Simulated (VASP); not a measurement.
# BeAu3 (Pm-3m) in VASP: single point with PBE

Aim: the single point of BeAu3 with PBE.

Program: VASP 6.6.1. These are calculated values, not measurements. Logs are shortened: lines on timing, memory, paths and dates and some standing lists are left out, and cuts for length are marked.

### 1 The cell of the first run

It takes space group Pm-3m (No. 221, cubic). The conventional cell has a = 4.002 Å, b = 4.002 Å, c = 4.002 Å, α = 90.00°, β = 90.00°, γ = 90.00°. Be (site symmetry m-3m) has 12 Au at 2.83 Å within 3.7 Å. Au (site symmetry 4/mmm) has 4 Be at 2.83 Å and 8 Au at 2.83 Å within 3.7 Å.

### 2 Single point, PBE

Input file INCAR:

```
SYSTEM = BeAu3
ALGO     = Fast           ! electronic algorithm
EDIFF    = 1E-6           ! SCF threshold, eV
ENCUT    = 520            ! plane-wave cutoff, eV
GGA      = PE             ! functional
ISIF     = 2              ! what is computed and relaxed
ISMEAR   = 0              ! smearing method
LASPH    = .True.         ! aspherical terms in the spheres
LCHARG   = .False.        ! write CHGCAR
LREAL    = .False.        ! projectors in reciprocal space
LWAVE    = .False.        ! write WAVECAR
NBANDS   = 26             ! bands
NELM     = 80             ! most SCF steps
PREC     = Accurate       ! precision mode
SIGMA    = 0.1            ! smearing width, eV
```

Input file KPOINTS:

```
k-points
0
Gamma
  12 12 12
  0 0 0
```

Input file POSCAR:

```
BeAu3
1.0
    4.0018512112      0.0000000000      0.0000000000
    0.0000000000      4.0018512112      0.0000000000
    0.0000000000      0.0000000000      4.0018512112
Be Au
1 3
Direct
    0.0000000000      0.0000000000      0.0000000000
    0.0000000000      0.5000000000      0.5000000000
    0.5000000000      0.0000000000      0.5000000000
    0.5000000000      0.5000000000      0.0000000000
```

Potentials or basis: VASP PAW PBE potentials, release 64 (Be, Au).

Started as:

```console
> cat potpaw_PBE.64/Be/POTCAR potpaw_PBE.64/Au/POTCAR > POTCAR
> mpirun -np 1 vasp_std > vasp.out
```

OUTCAR:

```text
SYSTEM = BeAu3
   EDIFF = 1E-6
   ENCUT = 520
   GGA = PE
   ISIF = 2
   ISMEAR = 0
   LASPH = .True.
   LREAL = .False.
   NELM = 80
   PREC = Accurate

 ion  position               nearest neighbor table
   1  0.000  0.000  0.000-   2 2.83   3 2.83   4 2.83   2 2.83   3 2.83   2 2.83   4 2.83   2 2.83
                             3 2.83   4 2.83   3 2.83   4 2.83
   2  0.000  0.500  0.500-   1 2.83   3 2.83   4 2.83   1 2.83   4 2.83   1 2.83   3 2.83   1 2.83
                             3 2.83   4 2.83   4 2.83   3 2.83
   3  0.500  0.000  0.500-   1 2.83   2 2.83   4 2.83   1 2.83   4 2.83   2 2.83   4 2.83   4 2.83
                             1 2.83   2 2.83   1 2.83   2 2.83
   4  0.500  0.500  0.000-   1 2.83   2 2.83   3 2.83   2 2.83   3 2.83   1 2.83   3 2.83   3 2.83
                             1 2.83   2 2.83   2 2.83   1 2.83

  LATTYP: Found a simple cubic cell.
 ALAT       =     4.0018512112

  Lattice vectors:

 A1 = (   4.0018512112,   0.0000000000,   0.0000000000)
 A2 = (   0.0000000000,   4.0018512112,   0.0000000000)
 A3 = (   0.0000000000,   0.0000000000,   4.0018512112)

Analysis of symmetry for initial positions (statically):
=====================================================================
 Subroutine PRICEL returns:
 Original cell was already a primitive cell.

 Routine SETGRP: Setting up the symmetry group for a
 simple cubic supercell.

 Subroutine GETGRP returns: Found 48 space group operations
[... 9 lines left out ...]

 Routine SETGRP: Setting up the symmetry group for a
 simple cubic supercell.

 Subroutine GETGRP returns: Found 48 space group operations
[... 11 lines left out ...]
                                     Primitive cell

  volume of cell :      64.0889

  direct lattice vectors                    reciprocal lattice vectors
     4.001851211  0.000000000  0.000000000     0.249884353  0.000000000  0.000000000
     0.000000000  4.001851211  0.000000000     0.000000000  0.249884353  0.000000000
     0.000000000  0.000000000  4.001851211     0.000000000  0.000000000  0.249884353

  length of vectors
     4.001851211  4.001851211  4.001851211     0.249884353  0.249884353  0.249884353

  position of ions in fractional coordinates (direct lattice)
     0.000000000  0.000000000  0.000000000
     0.000000000  0.500000000  0.500000000
     0.500000000  0.000000000  0.500000000
     0.500000000  0.500000000  0.000000000

  ion indices of the primitive-cell ions
   primitive index   ion index
                 1           1
                 2           2
[... 67 lines left out ...]
   ICHARG =      2    charge: 1-file 2-atom 10-const
   ISPIN  =      1    spin polarized calculation?
   LNONCOLLINEAR =      F non collinear calculations
   LSORBIT =      F    spin-orbit coupling
   LASPH  =      T    aspherical Exc in radial PAW
   ENCUT  =  520.0 eV  38.22 Ry    6.18 a.u.   7.44  7.44  7.44*2*pi/ulx,y,z
   NELM   =     80;   NELMIN=  2; NELMDL= -5     # of ELM steps
   EDIFF  = 0.1E-05   stopping-criterion for ELM
   LREAL  =      F    real-space projection
   EDIFFG = 0.1E-04   stopping-criterion for IOM
   NSW    =      0    number of steps for IOM
   IBRION =     -1    ionic relax: 0-MD 1-quasi-New 2-CG
   NFREE  =      0    steps in history (QN), initial steepest desc. (CG)
   ISIF   =      2    stress and relaxation
   ISYM   =      2    0-nonsym 1-usesym 2-fastsym
   POTIM  = 0.5000    time-step for ionic-motion
   TEBEG  =    0.0;   TEEND  =   0.0 temperature during run
   PSTRESS=    0.0 pullay stress
   NELECT =      35.0000    total number of electrons
   NUPDOWN=      -1.0000    fix difference up-down
   EMIN   =  10.00;   EMAX   =-10.00  energy-range for DOS
   EFERMI =   0.00;   METHOD = LEGACY
   ISMEAR =     0;   SIGMA  =   0.10  broadening in eV -4-tet -1-fermi 0-gaus
   EFERMI_NEDOS =   21; number of points for ismear=-14 and -15
   IALGO  =     68    algorithm
   IMIX   =      4    mixing-type and parameters
     AMIX     =   0.40;   BMIX     =  1.00
     AMIX_MAG =   1.60;   BMIX_MAG =  1.00
  volume/ion in A,a.u.               =      16.02       108.12
  Fermi-wavevector in a.u.,A,eV,Ry     =   1.338145  2.528728 24.363035  1.790633
  Thomas-Fermi vector in A             =   2.466639
   LORBIT       =      0    0 simple, 1 ext, 2 COOP (PROOUT), +10 PAW based schemes
   GGA     = PE    functional components
   LHFCALC =     F    Hartree Fock is set to
   AEXX    =    0.0000 exact exchange contribution
   IVDW    =     0    specifies the selected vdW correction
   LEPSILON=     F    determine dielectric tensor
   LRPA    =     F    only Hartree local field effects (RPA)
 non-spin polarized calculation
 RMM-DIIS sequential band-by-band and
 Gauss-broadening in eV      SIGMA  =   0.10
  energy-cutoff  :      520.00
  volume of cell :       64.09
 maximum number of plane-waves:      1759
 NGX is ok and might be reduce to    30
   NGX = 15   NGY = 15   NGZ = 15

 number of electron      35.0000010 magnetization

 Free energy of the ion-electron system (eV)
  ---------------------------------------------------
  ext. energy  EPLUGINS =         0.00000000
  ---------------------------------------------------
  free energy    TOTEN  =       -13.14488535 eV

  energy without entropy =      -13.13864372  energy(sigma->0) =      -13.14176454

 E-fermi :   8.5509     XC(G=0): -11.9872

 val. band max:        8.5118844687   @ k =   0.1667   0.1667   0.0833
 cond. band min:       8.5963861416   @ k =   0.3333   0.2500   0.0000
 fundamental gap:      0.0845016729
 Fermi energy:         8.5509132760

 k-point     1 :       0.0000    0.0000    0.0000
  band No.  band energies     occupation
      1      -1.3848      2.00000
      2       1.0233      2.00000
      3       1.9661      2.00000
      4       1.9661      2.00000
      5       1.9661      2.00000
      6       2.2320      2.00000
[... 685 lines left out ...]
     25      17.6258      0.00000
     26      18.0668      0.00000

 [... further k-points ...]
[... 5 lines left out ...]
  --------------------------------------------------------------------------------------
  -------------------------------------------------------------------------------------
  Total       -0.1196703     -0.1196703     -0.1196703      0.0000000     -0.0000000      0.0000000
  in kB       -2.9916737     -2.9916737     -2.9916737      0.0000000     -0.0000000      0.0000000
  external PRESSURE =      -2.9916737 kB  Pullay stress =       0.0000000 kB

 VOLUME and BASIS-vectors are now :
 -----------------------------------------------------------------------------
  energy-cutoff  :      520.00
  volume of cell :       64.09
      direct lattice vectors                 reciprocal lattice vectors
     4.001851211  0.000000000  0.000000000     0.249884353  0.000000000  0.000000000
     0.000000000  4.001851211  0.000000000     0.000000000  0.249884353  0.000000000
     0.000000000  0.000000000  4.001851211     0.000000000  0.000000000  0.249884353

 POSITION                                       TOTAL-FORCE (eV/Angst)
 -----------------------------------------------------------------------------------
      0.00000      0.00000      0.00000         0.000000      0.000000      0.000000
      0.00000      2.00093      2.00093         0.000000      0.000000      0.000000
      2.00093      0.00000      2.00093         0.000000      0.000000      0.000000
      2.00093      2.00093      0.00000         0.000000      0.000000      0.000000
 -----------------------------------------------------------------------------------
    total drift:                                0.000000      0.000000     -0.000000

  FREE ENERGIE OF THE ION-ELECTRON SYSTEM (eV)
  ---------------------------------------------------
  free  energy   TOTEN  =       -13.1448853532 eV

  energy  without entropy=      -13.1386437219  energy(sigma->0) =      -13.14176454
```

OSZICAR:

```text
N       E                     dE             d eps       ncg     rms          rms(c)
DAV:   1     0.202129367417E+03    0.20213E+03   -0.17452E+04  4368   0.126E+03
DAV:   2    -0.943382962916E+01   -0.21156E+03   -0.19908E+03  4662   0.279E+02
DAV:   3    -0.144686819922E+02   -0.50349E+01   -0.49551E+01  5240   0.445E+01
DAV:   4    -0.145092275090E+02   -0.40546E-01   -0.40475E-01  4686   0.418E+00
DAV:   5    -0.145096762570E+02   -0.44875E-03   -0.44873E-03  4830   0.494E-01    0.155E+01
RMM:   6    -0.132016392590E+02    0.13080E+01   -0.30793E+00  4370   0.108E+01    0.102E+01
RMM:   7    -0.131592348713E+02    0.42404E-01   -0.12385E-01  4554   0.220E+00    0.555E+00
RMM:   8    -0.131452347265E+02    0.14000E-01   -0.11175E-02  4459   0.668E-01    0.173E-01
RMM:   9    -0.131448778052E+02    0.35692E-03   -0.16746E-03  4706   0.254E-01    0.137E-01
RMM:  10    -0.131448852110E+02   -0.74058E-05   -0.31611E-04  4846   0.105E-01    0.727E-02
RMM:  11    -0.131448834836E+02    0.17274E-05   -0.54426E-05  4876   0.511E-02    0.445E-02
RMM:  12    -0.131448845146E+02   -0.10310E-05   -0.16143E-05  4758   0.266E-02    0.397E-03
RMM:  13    -0.131448853532E+02   -0.83862E-06   -0.40966E-06  3615   0.125E-02
   1 F= -.13144885E+02 E0= -.13141765E+02  d E =-.624163E-02
```

stdout:

```text
POSCAR found type information on POSCAR BeAu
 POSCAR found :  2 types and       4 ions
 scaLAPACK will be used
 LDA part: xc-table for (Slater+PW92), standard interpolation
 POSCAR, INCAR and KPOINTS ok, starting setup
 FFT: planning ... GRIDC
 FFT: planning ... GRID_SOFT
 FFT: planning ... GRID
 WAVECAR not read
 entering main loop
```

Run time: 91 s. Hardware: 1 thread of Intel Xeon Platinum 8375C at 2.90GHz (Ice Lake), shared host; peak memory 0.25 GiB.

What came out:

- Free energy: -13.1449 eV
- Pressure: -0.3 GPa

Caveat: spin-orbit coupling is left out, which moves the levels of the heavy elements.
